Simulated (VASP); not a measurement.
Set up this calculation in VASP 6.6.1, as the native input.

* Task: single point
* Functional: r2SCAN
* Potentials or basis: VASP PAW PBE potentials, release 64 (K_sv, I)
* Cutoff: 520 eV
* k mesh: 6 × 6 × 6
* Occupations: gaussian, width 0.01 eV
* Spin: no spin polarisation
* Dipole correction: no
* Further INCAR settings: ALGO = Normal; EDIFF = 1e-06; NBANDS = 15

Crystal: KI.

```
CELL_PARAMETERS angstrom
0.00000 3.33340 3.33340
3.33340 0.00000 3.33340
3.33340 3.33340 0.00000
ATOMIC_POSITIONS crystal
K 0.00000 0.00000 0.00000
I 0.50000 0.50000 0.50000
```

This cell differs from its parent crystal: strain -6.0%.

One way to write it, as run:

POSCAR

```
KI
1.0
    0.0000000000      3.3334000660      3.3334000660
    3.3334000660      0.0000000000      3.3334000660
    3.3334000660      3.3334000660      0.0000000000
K I
1 1
Direct
    0.0000000000      0.0000000000      0.0000000000
    0.5000000000      0.5000000000      0.5000000000
```

INCAR.step1

```
PREC     = Accurate       # precision mode
ENCUT    = 520            # plane-wave cutoff, eV
ISMEAR   = 0              # smearing method
SIGMA    = 0.01           # smearing width, eV
LREAL    = F              # projectors in reciprocal space
LASPH    = T              # aspherical terms in the spheres
NELM     = 60             # most SCF steps
NBANDS   = 15             # bands
GGA      = PE             # functional
ALGO     = Normal         # electronic algorithm
EDIFF    = 1E-4           # SCF threshold, eV
LWAVE    = T              # write WAVECAR
LCHARG   = F              # write CHGCAR
```

INCAR.step2

```
PREC     = Accurate       # precision mode
ENCUT    = 520            # plane-wave cutoff, eV
EDIFF    = 1E-6           # SCF threshold, eV
ISMEAR   = 0              # smearing method
SIGMA    = 0.01           # smearing width, eV
LREAL    = F              # projectors in reciprocal space
LASPH    = T              # aspherical terms in the spheres
NELM     = 60             # most SCF steps
ALGO     = Normal         # electronic algorithm
ISIF     = 2              # what is computed and relaxed
LWAVE    = F              # write WAVECAR
LCHARG   = T              # write CHGCAR
METAGGA  = R2SCAN         # meta-GGA
LMIXTAU  = T            
LELF     = T              # ELF
LVHAR    = T            
NBANDS   = 15             # bands
ISTART   = 1
```

KPOINTS

```
regular mesh
0
Gamma
  6 6 6
```

Potentials or basis: VASP PAW PBE potentials, release 64 (K_sv, I).

The run is started by

```bash
$ cat potpaw_PBE.64/K_sv/POTCAR potpaw_PBE.64/I/POTCAR > POTCAR
$ cp INCAR.step1 INCAR
$ mpirun -np 1 vasp_std > vasp.out
$ cp INCAR.step2 INCAR
$ mpirun -np 1 vasp_std > vasp.out
```

Results of the run:

| Property | Result |
| --- | --- |
| Pressure | 3.7 GPa |
| Band gap on the k mesh | 5.01 eV, indirect (least direct gap 5.12 eV) |

Caveat: the cell differs from its parent crystal (strain -6.0%); the PAW data sets were made with another functional, which shifts forces and pressure a little; spin-orbit coupling is left out, which moves the levels of the heavy elements.

Run time: 56 s on 1 thread of Intel(R) Xeon(R) Platinum 8488C (Sapphire Rapids), with other jobs on the host, peak memory 0.21 GiB.
